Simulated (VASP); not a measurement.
# GaP (F-43m) in VASP: settings compared

GaP is run at these levels: PBE, LDA; tasks: single point.

All numbers are computed with VASP 6.6.1; they aren't measurements. Logs are shortened: lines on timing, memory, paths and dates and some standing lists are left out, and cuts for length are marked.

### 1 The cell of the first run

The structure is cubic, space group F-43m (No. 216). Conventional cell: a = 5.451 Å, b = 5.451 Å, c = 5.451 Å, α = 90.00°, β = 90.00°, γ = 90.00°. Within 3.1 Å of Ga (site symmetry -43m) lie 4 P at 2.36 Å. P (site symmetry -43m) has 4 Ga at 2.36 Å within 3.1 Å.

### 2 Single point, PBE

File INCAR:

```
SYSTEM = GaP
PREC     = Accurate       ! precision mode
ENCUT    = 520            ! plane-wave cutoff, eV
EDIFF    = 1E-6           ! SCF threshold, eV
ISMEAR   = 0              ! smearing method
SIGMA    = 0.01           ! smearing width, eV
LREAL    = .False.        ! projectors in reciprocal space
LASPH    = .True.         ! aspherical terms in the spheres
NELM     = 60             ! most SCF steps
ALGO     = Normal         ! electronic algorithm
ISIF     = 2              ! what is computed and relaxed
LWAVE    = .False.        ! write WAVECAR
LCHARG   = .True.         ! write CHGCAR
GGA      = PE             ! functional
LELF     = .True.         ! ELF
LVHAR    = .True.       
NBANDS   = 16             ! bands
```

File KPOINTS:

```
regular mesh
0
Gamma
  4 4 4
  0 0 0
```

File POSCAR:

```
GaP
1.0
    0.0000000000      2.7254102062      2.7254102062
    2.7254102062      0.0000000000      2.7254102062
    2.7254102062      2.7254102062      0.0000000000
Ga P
1 1
Direct
    0.0000000000      0.0000000000      0.0000000000
    0.2500000000      0.2500000000      0.2500000000
```

Potentials or basis: VASP PAW PBE potentials, release 64 (Ga_d, P).

Command:

```
cat potpaw_PBE.64/Ga_d/POTCAR potpaw_PBE.64/P/POTCAR > POTCAR
mpirun -np 1 vasp_std > vasp.out
```

OUTCAR:

```text
SYSTEM = GaP
   PREC = Accurate
   ENCUT = 520
   EDIFF = 1E-6
   ISMEAR = 0
   LREAL = .False.
   LASPH = .True.
   NELM = 60
   ISIF = 2
   GGA = PE

 ion  position               nearest neighbor table
   1  0.000  0.000  0.000-   2 2.36   2 2.36   2 2.36   2 2.36
   2  0.250  0.250  0.250-   1 2.36   1 2.36   1 2.36   1 2.36

  LATTYP: Found a face centered cubic cell.
 ALAT       =     5.4508204124

  Lattice vectors:

 A1 = (   0.0000000000,   2.7254102062,   2.7254102062)
 A2 = (   2.7254102062,   0.0000000000,   2.7254102062)
 A3 = (   2.7254102062,   2.7254102062,   0.0000000000)

Analysis of symmetry for initial positions (statically):
=====================================================================
 Subroutine PRICEL returns:
 Original cell was already a primitive cell.

 Routine SETGRP: Setting up the symmetry group for a
 face centered cubic supercell.

 Subroutine GETGRP returns: Found 24 space group operations
 (whereof 24 operations were pure point group operations)
 out of a pool of 48 trial point group operations.

The static configuration has the point symmetry T_d .

Analysis of symmetry for dynamics (positions and initial velocities):
=====================================================================
 Subroutine PRICEL returns:
 Original cell was already a primitive cell.

 Routine SETGRP: Setting up the symmetry group for a
 face centered cubic supercell.

 Subroutine GETGRP returns: Found 24 space group operations
 (whereof 24 operations were pure point group operations)
 out of a pool of 48 trial point group operations.

The dynamic configuration has the point symmetry T_d .

 Subroutine INISYM returns: Found 24 space group operations
 (whereof 24 operations are pure point group operations),
 and found     1 'primitive' translations

----------------------------------------------------------------------------------------

                                     Primitive cell

  volume of cell :      40.4879

  direct lattice vectors                    reciprocal lattice vectors
     0.000000000  2.725410206  2.725410206    -0.183458622  0.183458622  0.183458622
     2.725410206  0.000000000  2.725410206     0.183458622 -0.183458622  0.183458622
     2.725410206  2.725410206  0.000000000     0.183458622  0.183458622 -0.183458622

  length of vectors
     3.854312077  3.854312077  3.854312077     0.317759654  0.317759654  0.317759654

  position of ions in fractional coordinates (direct lattice)
     0.000000000  0.000000000  0.000000000
     0.250000000  0.250000000  0.250000000

  ion indices of the primitive-cell ions
   primitive index   ion index
                 1           1
                 2           2

----------------------------------------------------------------------------------------

 KPOINTS: regular mesh

Automatic generation of k-mesh.
 Grid dimensions read from file:
 generate k-points for:    4    4    4

 Generating k-lattice:

  Cartesian coordinates                     Fractional coordinates (reciprocal lattice)
    -0.045864655  0.045864655  0.045864655     0.250000000  0.000000000  0.000000000
     0.045864655 -0.045864655  0.045864655     0.000000000  0.250000000  0.000000000
     0.045864655  0.045864655 -0.045864655     0.000000000  0.000000000  0.250000000

  Length of vectors
     0.079439913  0.079439913  0.079439913

  Shift w.r.t. Gamma in fractional coordinates (k-lattice)
     0.000000000  0.000000000  0.000000000

 Subroutine IBZKPT returns following result:
 ===========================================

 Found      8 irreducible k-points:

 Following reciprocal coordinates:
            Coordinates               Weight
  0.000000  0.000000  0.000000      1.000000
  0.250000  0.000000  0.000000      8.000000
  0.500000  0.000000  0.000000      4.000000
  0.250000  0.250000  0.000000      6.000000
  0.500000  0.250000  0.000000     24.000000
 -0.250000  0.250000  0.000000     12.000000
  0.500000  0.500000  0.000000      3.000000
 -0.250000  0.500000  0.250000      6.000000
   k-points           NKPTS =      8   k-points in BZ     NKDIM =      8   number of bands    NBANDS=     16
   number of dos      NEDOS =    301   number of ions     NIONS =      2
   total plane-waves  NPLWV =  27000
   dimension x,y,z NGX =    30 NGY =   30 NGZ =   30
   dimension x,y,z NGXF=    60 NGYF=   60 NGZF=   60
   ions per type =               1   1
   NGX,Y,Z   is equivalent  to a cutoff of  12.94, 12.94, 12.94 a.u.
   NGXF,Y,Z  is equivalent  to a cutoff of  25.88, 25.88, 25.88 a.u.
 SYSTEM =  GaP
   PREC   = accura    normal or accurate (medium, high low for compatibility)
   ISTART =      0    job   : 0-new  1-cont  2-samecut
   ICHARG =      2    charge: 1-file 2-atom 10-const
   ISPIN  =      1    spin polarized calculation?
   LNONCOLLINEAR =      F non collinear calculations
   LSORBIT =      F    spin-orbit coupling
   LASPH  =      T    aspherical Exc in radial PAW
   ENCUT  =  520.0 eV  38.22 Ry    6.18 a.u.   7.17  7.17  7.17*2*pi/ulx,y,z
   NELM   =     60;   NELMIN=  2; NELMDL= -5     # of ELM steps
   EDIFF  = 0.1E-05   stopping-criterion for ELM
   LREAL  =      F    real-space projection
   EDIFFG = 0.1E-04   stopping-criterion for IOM
   NSW    =      0    number of steps for IOM
   IBRION =     -1    ionic relax: 0-MD 1-quasi-New 2-CG
   NFREE  =      0    steps in history (QN), initial steepest desc. (CG)
   ISIF   =      2    stress and relaxation
   ISYM   =      2    0-nonsym 1-usesym 2-fastsym
   POTIM  = 0.5000    time-step for ionic-motion
   TEBEG  =    0.0;   TEEND  =   0.0 temperature during run
   PSTRESS=    0.0 pullay stress
   NELECT =      18.0000    total number of electrons
   NUPDOWN=      -1.0000    fix difference up-down
   EMIN   =  10.00;   EMAX   =-10.00  energy-range for DOS
   EFERMI =   0.00;   METHOD = LEGACY
   ISMEAR =     0;   SIGMA  =   0.01  broadening in eV -4-tet -1-fermi 0-gaus
   EFERMI_NEDOS =   21; number of points for ismear=-14 and -15
   IALGO  =     38    algorithm
   IMIX   =      4    mixing-type and parameters
     AMIX     =   0.40;   BMIX     =  1.00
     AMIX_MAG =   1.60;   BMIX_MAG =  1.00
  volume/ion in A,a.u.               =      20.24       136.61
  Fermi-wavevector in a.u.,A,eV,Ry     =   1.249464  2.361145 21.240879  1.561161
  Thomas-Fermi vector in A             =   2.383503
   LORBIT       =      0    0 simple, 1 ext, 2 COOP (PROOUT), +10 PAW based schemes
   GGA     = PE    functional components
   LHFCALC =     F    Hartree Fock is set to
   AEXX    =    0.0000 exact exchange contribution
   IVDW    =     0    specifies the selected vdW correction
   LEPSILON=     F    determine dielectric tensor
   LRPA    =     F    only Hartree local field effects (RPA)
 non-spin polarized calculation
 Gauss-broadening in eV      SIGMA  =   0.01
  energy-cutoff  :      520.00
  volume of cell :       40.49
 maximum number of plane-waves:      1106
 NGX is ok and might be reduce to    30
   NGX = 15   NGY = 15   NGZ = 15

 number of electron      17.9999989 magnetization

 Free energy of the ion-electron system (eV)
  ---------------------------------------------------
  ext. energy  EPLUGINS =         0.00000000
  ---------------------------------------------------
  free energy    TOTEN  =        -8.97620716 eV

  energy without entropy =       -8.97620716  energy(sigma->0) =       -8.97620716

 E-fermi :   4.7467     XC(G=0):  -9.8099

 val. band max:        4.6969594368   @ k =   0.0000   0.0000   0.0000
 cond. band min:       6.3259655795   @ k =   0.5000   0.5000   0.0000
 fundamental gap:      1.6290061426
 Fermi energy:         4.7467109205

 k-point     1 :       0.0000    0.0000    0.0000
  band No.  band energies     occupation
      1      -9.9007      2.00000
      2      -9.9007      2.00000
      3      -9.9007      2.00000
      4      -9.8024      2.00000
      5      -9.8024      2.00000
      6      -7.8018      2.00000
      7       4.6970      2.00000
      8       4.6970      2.00000
      9       4.6970      2.00000
     10       6.5125      0.00000
     11       8.5557      0.00000
     12       8.5557      0.00000
     13       8.5557      0.00000
     14      13.4884      0.00000
     15      14.4598      0.00000
     16      14.4598      0.00000

 k-point     2 :       0.2500    0.0000    0.0000
  band No.  band energies     occupation
      1      -9.9433      2.00000
      2      -9.8861      2.00000
      3      -9.8861      2.00000
      4      -9.8011      2.00000
      5      -9.8011      2.00000
      6      -7.0256      2.00000
      7       0.8099      2.00000
      8       4.0305      2.00000
      9       4.0305      2.00000
     10       6.8343      0.00000
     11       9.4153      0.00000
     12       9.4153      0.00000
     13      11.0430      0.00000
     14      13.6542      0.00000
     15      13.6542      0.00000
     16      14.6054      0.00000

 k-point     3 :       0.5000    0.0000    0.0000
  band No.  band energies     occupation
      1      -9.9803      2.00000
      2      -9.8762      2.00000
      3      -9.8762      2.00000
      4      -9.7950      2.00000
      5      -9.7950      2.00000
      6      -5.7311      2.00000
      7      -1.9541      2.00000
      8       3.5736      2.00000
      9       3.5736      2.00000
     10       6.3507      0.00000
     11       9.3899      0.00000
     12       9.3900      0.00000
     13      12.9678      0.00000
     14      15.5871      0.00000
     15      16.3662      0.00000
     16      16.3662      0.00000

 k-point     4 :       0.2500    0.2500    0.0000
  band No.  band energies     occupation
      1      -9.9665      2.00000
      2      -9.8691      2.00000
      3      -9.8691      2.00000
      4      -9.8184      2.00000
      5      -9.7916      2.00000
      6      -6.7638      2.00000
      7       1.0140      2.00000
      8       3.0059      2.00000
      9       3.0059      2.00000
     10       6.8539      0.00000
     11       8.4025      0.00000
     12      11.4311      0.00000
     13      11.4311      0.00000
     14      12.4932      0.00000
     15      15.4119      0.00000
     16      17.3815      0.00000

 k-point     5 :       0.5000    0.2500    0.0000
  band No.  band energies     occupation
      1      -9.9916      2.00000
      2      -9.8622      2.00000
      3      -9.8543      2.00000
      4      -9.8170      2.00000
      5      -9.7898      2.00000
      6      -5.4080      2.00000
      7      -1.4499      2.00000
      8       1.4507      2.00000
      9       2.6563      2.00000
     10       7.1361      0.00000
     11       9.6124      0.00000
     12      11.2768      0.00000
     13      11.7460      0.00000
     14      15.5371      0.00000
     15      16.4611      0.00000
     16      17.8949      0.00000

 k-point     6 :      -0.2500    0.2500    0.0000
  band No.  band energies     occupation
      1      -9.9749      2.00000
      2      -9.8720      2.00000
      3      -9.8673      2.00000
      4      -9.8037      2.00000
      5      -9.8006      2.00000
      6      -5.9194      2.00000
      7      -0.7257      2.00000
      8       1.2894      2.00000
      9       3.4886      2.00000
     10       7.8440      0.00000
     11      10.3878      0.00000
     12      10.5222      0.00000
     13      10.9779      0.00000
     14      12.9968      0.00000
     15      15.7613      0.00000
     16      18.0139      0.00000

 k-point     7 :       0.5000    0.5000    0.0000
  band No.  band energies     occupation
      1     -10.0161      2.00000
      2      -9.8379      2.00000
      3      -9.8358      2.00000
      4      -9.8358      2.00000
      5      -9.7807      2.00000
      6      -4.8253      2.00000
      7      -2.0802      2.00000
      8       2.0035      2.00000
      9       2.0035      2.00000
     10       6.3260      0.00000
     11       6.4984      0.00000
     12      15.2749      0.00000
     13      15.2749      0.00000
     14      15.8986      0.00000
     15      17.0784      0.00000
     16      17.6846      0.00000

 k-point     8 :      -0.2500    0.5000    0.2500
  band No.  band energies     occupation
      1      -9.9967      2.00000
      2      -9.8626      2.00000
      3      -9.8413      2.00000
      4      -9.8175      2.00000
      5      -9.7936      2.00000
      6      -4.7326      2.00000
      7      -1.8746      2.00000
      8       1.1104      2.00000
      9       1.2621      2.00000
     10       9.3908      0.00000
     11       9.5484      0.00000
     12      10.7783      0.00000
     13      10.8389      0.00000
     14      16.2902      0.00000
     15      16.5804      0.00000
     16      18.4150      0.00000

------------------------ aborting loop because EDIFF is reached ----------------------------------------

  FORCE on cell =-STRESS in cart. coord.  units (eV):
  Direction    XX          YY          ZZ          XY          YZ          ZX
  --------------------------------------------------------------------------------------
  -------------------------------------------------------------------------------------
  Total        0.7161928      0.7161928      0.7161928      0.0000000      0.0000000      0.0000000
  in kB       28.3409817     28.3409817     28.3409817      0.0000000      0.0000000      0.0000000
  external PRESSURE =      28.3409817 kB  Pullay stress =       0.0000000 kB

 VOLUME and BASIS-vectors are now :
 -----------------------------------------------------------------------------
  energy-cutoff  :      520.00
  volume of cell :       40.49
      direct lattice vectors                 reciprocal lattice vectors
     0.000000000  2.725410206  2.725410206    -0.183458622  0.183458622  0.183458622
     2.725410206  0.000000000  2.725410206     0.183458622 -0.183458622  0.183458622
     2.725410206  2.725410206  0.000000000     0.183458622  0.183458622 -0.183458622

 POSITION                                       TOTAL-FORCE (eV/Angst)
 -----------------------------------------------------------------------------------
      0.00000      0.00000      0.00000         0.000000      0.000000      0.000000
      1.36271      1.36271      1.36271        -0.000000     -0.000000     -0.000000
 -----------------------------------------------------------------------------------
    total drift:                                0.000002      0.000002      0.000002

  FREE ENERGIE OF THE ION-ELECTRON SYSTEM (eV)
  ---------------------------------------------------
  free  energy   TOTEN  =        -8.9762071564 eV

  energy  without entropy=       -8.9762071564  energy(sigma->0) =       -8.97620716
```

Run time: 14 s. Hardware: 1 thread of AMD EPYC, shared host; peak memory 0.13 GiB.

What came out:

- Free energy: -8.9762 eV
- Pressure: 2.8 GPa
- Band gap on the k mesh: 1.63 eV, indirect (least direct gap 1.82 eV)

Levels at points of the mesh, in eV from the valence-band top:
```csv
k point,band 6,band 7,band 8,band 9,band 10,band 11,band 12,band 13
"(0.00, 0.00, 0.00)",-12.50,0.00,0.00,0.00,1.82,3.86,3.86,3.86
"(0.50, 0.00, 0.00)",-10.43,-6.65,-1.12,-1.12,1.65,4.69,4.69,8.27
"(0.50, 0.50, 0.00)",-9.52,-6.78,-2.69,-2.69,1.63,1.80,10.58,10.58
```

Caveat: the k points lie up to 0.50 Å⁻¹ apart. PBE gaps usually lie below the measured ones, often by a third to a half.

### 3 Single point, PBE

File INCAR:

```
ALGO = Normal
EDIFF = 1E-7
ENCUT = 520
GGA = PE
ISIF = 2
ISMEAR = 0
LASPH = True
LCHARG = False
LREAL = False
LWAVE = False
NBANDS = 16
NELM = 100
PREC = Accurate
SIGMA = 0.01
```

File KPOINTS:

```
k-points
0
Gamma
  4 4 4
```

POSCAR is that of step 2.

Potentials or basis: VASP PAW PBE potentials, release 64 (Ga_d, P).

Command:

```
cat potpaw_PBE.64/Ga_d/POTCAR potpaw_PBE.64/P/POTCAR > POTCAR
mpirun -np 1 vasp_std > vasp.out
```

Wall time 16 s (1 thread of AMD EPYC, shared host); peak memory 0.13 GiB.

Results (log left out):

| Item | Value |
| --- | --- |
| Free energy | -8.9762 eV |
| Pressure | 2.9 GPa |
| Band gap on the k mesh | 1.63 eV, indirect (least direct gap 1.82 eV) |

Levels at points of the mesh, in eV from the valence-band top:
| k point | band 7 | band 8 | band 9 | band 10 | band 11 | band 12 |
| --- | --- | --- | --- | --- | --- | --- |
| (0.00, 0.00, 0.00) | 0.00 | 0.00 | 0.00 | 1.82 | 3.86 | 3.86 |
| (0.50, 0.00, 0.00) | -6.65 | -1.12 | -1.12 | 1.65 | 4.69 | 4.69 |
| (0.50, 0.50, 0.00) | -6.78 | -2.69 | -2.69 | 1.63 | 1.80 | 10.58 |

Caveat: the k points lie up to 0.50 Å⁻¹ apart. A hybrid or GW would open this gap; PBE tends to underestimate it.

### 4 Single point, LDA

File INCAR:

```
SYSTEM = GaP
ALGO = Normal
EDIFF = 1E-6
ENCUT = 520
GGA = CA
ISIF = 2
ISMEAR = 0
LASPH = .TRUE.
LCHARG = .FALSE.
LREAL = .FALSE.
LWAVE = .FALSE.
NBANDS = 16
NELM = 100
PREC = Accurate
SIGMA = 0.01
```

File KPOINTS:

```
k-points
0
G
  4 4 4
  0 0 0
```

POSCAR is that of step 3.

Potentials or basis: VASP PAW LDA potentials, release 64 (Ga_d, P).

Command:

```
cat potpaw_LDA.64/Ga_d/POTCAR potpaw_LDA.64/P/POTCAR > POTCAR
mpirun -np 1 vasp_std > vasp.out
```

It took 12 s on 1 thread of AMD EPYC, shared host; peak memory 0.11 GiB.

The run converged. Its results:

```
Free energy            : -10.2890 eV
Pressure               : -2.3 GPa
Band gap on the k mesh : 1.46 eV, indirect (least direct gap 1.62 eV)
```

Levels at points of the mesh, in eV from the valence-band top:
```tsv
k point	band 5	band 6	band 7	band 8	band 9	band 10	band 11	band 12	band 13	band 14
(0.00, 0.00, 0.00)	-14.66	-12.52	0.00	0.00	0.00	1.62	3.76	3.76	3.76	8.45
(0.50, 0.00, 0.00)	-14.65	-10.43	-6.73	-1.14	-1.14	1.49	4.60	4.60	8.01	10.62
(0.50, 0.50, 0.00)	-14.64	-9.50	-6.87	-2.72	-2.72	1.46	1.65	10.43	10.43	10.96
```

Caveat: the k points lie up to 0.50 Å⁻¹ apart. A hybrid or GW would open this gap; LDA tends to underestimate it.
